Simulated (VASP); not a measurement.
# C (Fd-3m) in VASP: a series of runs, part 2 of 2

VASP 6.6.1.

### Step 3. Single point, PBE

This run uses another cell than the first one, of 5.46 Å³/atom.

INCAR

```
SYSTEM = C
PREC = Accurate ; ENCUT = 600
EDIFF = 1E-6 ; ISMEAR = 0
SIGMA = 0.01 ; LREAL = .FALSE.
LASPH = .TRUE. ; NELM = 120
ALGO = Normal ; ISIF = 2
LWAVE = .FALSE. ; LCHARG = .FALSE.
GGA = PE ; NBANDS = 11
GGA_COMPAT = .FALSE.
```

KPOINTS

```
regular mesh
0
G
  8 8 8
  0 0 0
```

POSCAR

```
C
1.0
    0.0000000000      1.7605403845      1.7605403845
    1.7605403845      0.0000000000      1.7605403845
    1.7605403845      1.7605403845      0.0000000000
C
2
Direct
    0.5000000000      0.5000000000      0.5000000000
    0.7500000000      0.7500000000      0.7500000000
```

Potentials or basis: VASP PAW PBE potentials, release 64 (C).

Started as:

```console
$ cat potpaw_PBE.64/C/POTCAR > POTCAR
$ mpirun -np 1 vasp_std > vasp.out
```

OUTCAR:

```text
SYSTEM = C
   PREC = Accurate
   ENCUT = 600
   EDIFF = 1E-6
   ISMEAR = 0
   LREAL = .FALSE.
   LASPH = .TRUE.
   NELM = 120
   ISIF = 2
   GGA = PE

 ion  position               nearest neighbor table
   1  0.500  0.500  0.500-   2 1.52   2 1.52   2 1.52   2 1.52
   2  0.750  0.750  0.750-   1 1.52   1 1.52   1 1.52   1 1.52

  LATTYP: Found a face centered cubic cell.
 ALAT       =     3.5210807690

  Lattice vectors:

 A1 = (   0.0000000000,   1.7605403845,   1.7605403845)
 A2 = (   1.7605403845,   0.0000000000,   1.7605403845)
 A3 = (   1.7605403845,   1.7605403845,   0.0000000000)

Analysis of symmetry for initial positions (statically):
=====================================================================
 Subroutine PRICEL returns:
 Original cell was already a primitive cell.

 Routine SETGRP: Setting up the symmetry group for a
 face centered cubic supercell.

 Subroutine GETGRP returns: Found 48 space group operations
 (whereof 24 operations were pure point group operations)
 out of a pool of 48 trial point group operations.

The static configuration has the point symmetry T_d .
 The point group associated with its full space group is O_h .

Analysis of symmetry for dynamics (positions and initial velocities):
=====================================================================
 Subroutine PRICEL returns:
 Original cell was already a primitive cell.

 Routine SETGRP: Setting up the symmetry group for a
 face centered cubic supercell.

 Subroutine GETGRP returns: Found 48 space group operations
 (whereof 24 operations were pure point group operations)
 out of a pool of 48 trial point group operations.

The dynamic configuration has the point symmetry T_d .
 The point group associated with its full space group is O_h .

 Subroutine INISYM returns: Found 48 space group operations
 (whereof 24 operations are pure point group operations),
 and found     1 'primitive' translations

----------------------------------------------------------------------------------------

                                     Primitive cell

  volume of cell :      10.9136

  direct lattice vectors                    reciprocal lattice vectors
     0.000000000  1.760540385  1.760540385    -0.284003710  0.284003710  0.284003710
     1.760540385  0.000000000  1.760540385     0.284003710 -0.284003710  0.284003710
     1.760540385  1.760540385  0.000000000     0.284003710  0.284003710 -0.284003710

  length of vectors
     2.489780089  2.489780089  2.489780089     0.491908854  0.491908854  0.491908854

  position of ions in fractional coordinates (direct lattice)
     0.500000000  0.500000000  0.500000000
     0.750000000  0.750000000  0.750000000

  ion indices of the primitive-cell ions
   primitive index   ion index
                 1           1
                 2           2

----------------------------------------------------------------------------------------

 KPOINTS: regular mesh

Automatic generation of k-mesh.
 Grid dimensions read from file:
 generate k-points for:    8    8    8

 Generating k-lattice:

  Cartesian coordinates                     Fractional coordinates (reciprocal lattice)
    -0.035500464  0.035500464  0.035500464     0.125000000  0.000000000  0.000000000
     0.035500464 -0.035500464  0.035500464     0.000000000  0.125000000  0.000000000
     0.035500464  0.035500464 -0.035500464     0.000000000  0.000000000  0.125000000

  Length of vectors
     0.061488607  0.061488607  0.061488607

  Shift w.r.t. Gamma in fractional coordinates (k-lattice)
     0.000000000  0.000000000  0.000000000

 Subroutine IBZKPT returns following result:
 ===========================================

 Found     29 irreducible k-points:

 Following reciprocal coordinates:
            Coordinates               Weight
  0.000000  0.000000  0.000000      1.000000
  0.125000  0.000000  0.000000      8.000000
  0.250000  0.000000  0.000000      8.000000
  0.375000  0.000000  0.000000      8.000000
  0.500000  0.000000  0.000000      4.000000
  0.125000  0.125000  0.000000      6.000000
[... 16 lines left out ...]
  0.500000  0.250000  0.125000     48.000000
 -0.375000  0.250000  0.125000     24.000000
 [... further k-points ...]
   k-points           NKPTS =     29   k-points in BZ     NKDIM =     29   number of bands    NBANDS=     11
   number of dos      NEDOS =    301   number of ions     NIONS =      2
   total plane-waves  NPLWV =   8000
   dimension x,y,z NGX =    20 NGY =   20 NGZ =   20
   dimension x,y,z NGXF=    40 NGYF=   40 NGZF=   40
   ions per type =               2
   NGX,Y,Z   is equivalent  to a cutoff of  13.35, 13.35, 13.35 a.u.
   NGXF,Y,Z  is equivalent  to a cutoff of  26.71, 26.71, 26.71 a.u.
 SYSTEM =  C
   PREC   = accura    normal or accurate (medium, high low for compatibility)
   ISTART =      0    job   : 0-new  1-cont  2-samecut
   ICHARG =      2    charge: 1-file 2-atom 10-const
   ISPIN  =      1    spin polarized calculation?
   LNONCOLLINEAR =      F non collinear calculations
   LSORBIT =      F    spin-orbit coupling
   LASPH  =      T    aspherical Exc in radial PAW
   ENCUT  =  600.0 eV  44.10 Ry    6.64 a.u.   4.97  4.97  4.97*2*pi/ulx,y,z
   NELM   =    120;   NELMIN=  2; NELMDL= -5     # of ELM steps
   EDIFF  = 0.1E-05   stopping-criterion for ELM
   LREAL  =      F    real-space projection
   EDIFFG = 0.1E-04   stopping-criterion for IOM
   NSW    =      0    number of steps for IOM
   IBRION =     -1    ionic relax: 0-MD 1-quasi-New 2-CG
   NFREE  =      0    steps in history (QN), initial steepest desc. (CG)
   ISIF   =      2    stress and relaxation
   ISYM   =      2    0-nonsym 1-usesym 2-fastsym
   POTIM  = 0.5000    time-step for ionic-motion
   TEBEG  =    0.0;   TEEND  =   0.0 temperature during run
   PSTRESS=    0.0 pullay stress
   NELECT =       8.0000    total number of electrons
   NUPDOWN=      -1.0000    fix difference up-down
   EMIN   =  10.00;   EMAX   =-10.00  energy-range for DOS
   EFERMI =   0.00;   METHOD = LEGACY
   ISMEAR =     0;   SIGMA  =   0.01  broadening in eV -4-tet -1-fermi 0-gaus
   EFERMI_NEDOS =   21; number of points for ismear=-14 and -15
   IALGO  =     38    algorithm
   IMIX   =      4    mixing-type and parameters
     AMIX     =   0.40;   BMIX     =  1.00
     AMIX_MAG =   1.60;   BMIX_MAG =  1.00
  volume/ion in A,a.u.               =       5.46        36.82
  Fermi-wavevector in a.u.,A,eV,Ry     =   1.476099  2.789423 29.645305  2.178868
  Thomas-Fermi vector in A             =   2.590667
   LORBIT       =      0    0 simple, 1 ext, 2 COOP (PROOUT), +10 PAW based schemes
   GGA     = PE    functional components
   LHFCALC =     F    Hartree Fock is set to
   AEXX    =    0.0000 exact exchange contribution
   IVDW    =     0    specifies the selected vdW correction
   LEPSILON=     F    determine dielectric tensor
   LRPA    =     F    only Hartree local field effects (RPA)
 non-spin polarized calculation
 Gauss-broadening in eV      SIGMA  =   0.01
  energy-cutoff  :      600.00
  volume of cell :       10.91
 maximum number of plane-waves:       380
   NGX =  9   NGY =  9   NGZ =  9

 number of electron       7.9999999 magnetization

 Free energy of the ion-electron system (eV)
  ---------------------------------------------------
  ext. energy  EPLUGINS =         0.00000000
  ---------------------------------------------------
  free energy    TOTEN  =       -18.15858124 eV

  energy without entropy =      -18.15858124  energy(sigma->0) =      -18.15858124

 E-fermi :  10.4829     XC(G=0): -13.4455

 val. band max:       10.2961804409   @ k =   0.0000   0.0000   0.0000
 cond. band min:      14.5141096497   @ k =   0.3750   0.3750   0.0000
 fundamental gap:      4.2179292088
 Fermi energy:        10.4828627393

 k-point     1 :       0.0000    0.0000    0.0000
  band No.  band energies     occupation
      1     -11.7071      2.00000
      2      10.2962      2.00000
      3      10.2962      2.00000
      4      10.2962      2.00000
      5      15.9929      0.00000
      6      15.9929      0.00000
      7      15.9929      0.00000
      8      24.5246      0.00000
      9      30.0936      0.00000
     10      37.2610      0.00000
     11      37.2610      0.00000
[... 309 lines left out ...]
 k-point    24 :      -0.3750    0.2500    0.1250
  band No.  band energies     occupation
      1      -4.6735      2.00000
      2      -2.4540      2.00000
      3       3.8053      2.00000
      4       5.4230      2.00000
      5      18.7202      0.00000
      6      20.0773      0.00000
      7      23.8802      0.00000
      8      25.6377      0.00000
      9      28.9683      0.00000
     10      34.9320      0.00000
     11      37.1874      0.00000

 [... further k-points ...]
[... 5 lines left out ...]
  --------------------------------------------------------------------------------------
  -------------------------------------------------------------------------------------
  Total        1.3706454      1.3706454      1.3706454      0.0000000     -0.0000000      0.0000000
  in kB      201.2184160    201.2184160    201.2184160      0.0000000     -0.0000000      0.0000000
  external PRESSURE =     201.2184160 kB  Pullay stress =       0.0000000 kB

 VOLUME and BASIS-vectors are now :
 -----------------------------------------------------------------------------
  energy-cutoff  :      600.00
  volume of cell :       10.91
      direct lattice vectors                 reciprocal lattice vectors
     0.000000000  1.760540385  1.760540385    -0.284003710  0.284003710  0.284003710
     1.760540385  0.000000000  1.760540385     0.284003710 -0.284003710  0.284003710
     1.760540385  1.760540385  0.000000000     0.284003710  0.284003710 -0.284003710

 POSITION                                       TOTAL-FORCE (eV/Angst)
 -----------------------------------------------------------------------------------
      1.76054      1.76054      1.76054         0.000000      0.000000      0.000000
      2.64081      2.64081      2.64081        -0.000000     -0.000000     -0.000000
 -----------------------------------------------------------------------------------
    total drift:                                0.000000     -0.000000      0.000000

  FREE ENERGIE OF THE ION-ELECTRON SYSTEM (eV)
  ---------------------------------------------------
  free  energy   TOTEN  =       -18.1585812438 eV

  energy  without entropy=      -18.1585812438  energy(sigma->0) =      -18.15858124
```

OSZICAR:

```text
N       E                     dE             d eps       ncg     rms          rms(c)
DAV:   1     0.304668964788E+01    0.30467E+01   -0.52929E+03   646   0.799E+02
DAV:   2    -0.184670521536E+02   -0.21514E+02   -0.20988E+02   836   0.140E+02
DAV:   3    -0.188731885532E+02   -0.40614E+00   -0.40499E+00   765   0.147E+01
DAV:   4    -0.188738367612E+02   -0.64821E-03   -0.64820E-03   691   0.706E-01
DAV:   5    -0.188738374533E+02   -0.69212E-06   -0.69209E-06   737   0.228E-02    0.581E+00
DAV:   6    -0.183371152851E+02    0.53672E+00   -0.28047E-01   653   0.376E+00    0.347E+00
DAV:   7    -0.181566204448E+02    0.18049E+00   -0.33966E-01   674   0.419E+00    0.813E-01
DAV:   8    -0.181585240744E+02   -0.19036E-02   -0.92598E-03   659   0.730E-01    0.447E-02
DAV:   9    -0.181585606504E+02   -0.36576E-04   -0.61409E-05   754   0.634E-02    0.250E-02
DAV:  10    -0.181585811570E+02   -0.20507E-04   -0.14914E-05   674   0.345E-02    0.537E-03
DAV:  11    -0.181585812438E+02   -0.86785E-07   -0.24661E-07   569   0.462E-03
   1 F= -.18158581E+02 E0= -.18158581E+02  d E =-.146405-155
```

Run time: 10 s. Hardware: 1 thread of Intel Xeon 8259CL, shared host; peak memory 0.09 GiB.

Results:

```
Free energy            : -18.1586 eV
Pressure               : 20.1 GPa
Band gap on the k mesh : 4.22 eV (least direct gap 5.70 eV)
```

Caveat: the cell stands under pressure. A k mesh can miss the band edges.
